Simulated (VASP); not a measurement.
A run of VASP 6.6.1:

The input INCAR:

```
SYSTEM = Pd
PREC     = Accurate       ! precision mode
ENCUT    = 520            ! plane-wave cutoff, eV
EDIFF    = 1E-6           ! SCF threshold, eV
ISMEAR   = -1             ! smearing method
SIGMA    = 0.1            ! smearing width, eV
LREAL    = .False.        ! projectors in reciprocal space
LASPH    = .True.         ! aspherical terms in the spheres
NELM     = 80             ! most SCF steps
ALGO     = Normal         ! electronic algorithm
ISIF     = 2              ! what is computed and relaxed
LWAVE    = .False.        ! write WAVECAR
LCHARG   = .True.         ! write CHGCAR
GGA      = PE             ! functional
LELF     = .True.         ! ELF
LVHAR    = .True.       
NBANDS   = 17             ! bands
```

File KPOINTS:

```
Automatic mesh
0
Gamma
  12 8 12
  0 0 0
```

File POSCAR:

```
Pd
1.0
   -1.9730521990      1.9730521990      0.0000000000
    0.0000000000      0.0000000000      3.9461043981
    1.9730521990      1.9730521990      0.0000000000
Pd
2
Direct
    0.0000000000      0.0000000000      0.0000000000
    0.5000000000      0.5000000000      0.5000000000
```

Potentials or basis: VASP PAW PBE potentials, release 64 (Pd).

Launch:

```console
$ cat potpaw_PBE.64/Pd/POTCAR > POTCAR
$ mpirun -np 1 vasp_std > vasp.out
```

Hardware: 1 thread of Intel(R) Xeon(R) 6975P-C (Granite Rapids), with other jobs on the host.

Q: Estimate the wall time of this run.

A: Wall time 20 s on 1 thread of Intel(R) Xeon(R) 6975P-C (Granite Rapids), on a shared host, peak memory 0.19 GiB. Counts: scf iterations 11, k points 140.
